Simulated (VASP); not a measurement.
Runs of VASP 6.6.1 on Si. The structure is that of space group P6/mmm (No. 191), or close to it. The cells are those of the table. 

```tsv
cell	gap on the mesh (eV)	pressure (GPa)
a = 2.699, b = 2.699, c = 2.429 Å, angles 90.0, 90.0, 120.0°, 1 atom	none	-4.6
a = 2.699, b = 2.699, c = 2.503 Å, angles 90.0, 90.0, 120.0°, 1 atom	none	(a)
a = 2.699, b = 2.699, c = 2.392 Å, angles 90.0, 90.0, 120.0°, 1 atom	none	(b)
a = 2.581, b = 2.581, c = 2.429 Å, angles 90.0, 90.0, 120.0°, 1 atom	none	4.9
a = 2.660, b = 2.660, c = 2.429 Å, angles 90.0, 90.0, 120.0°, 1 atom	none	-2.0
```

Alike in all rows: task single point; level LDA; potentials or basis VASP PAW LDA potentials, release 64 (Si); no spin polarisation; k mesh 24 × 24 × 20; cutoff (eV) 520; smearing gaussian 0.15 eV.

Q: Estimate the missing entries.

A: (a) -7.6; (b) -2.6.

A gap of «none» marks levels without a gap at the run's occupations.
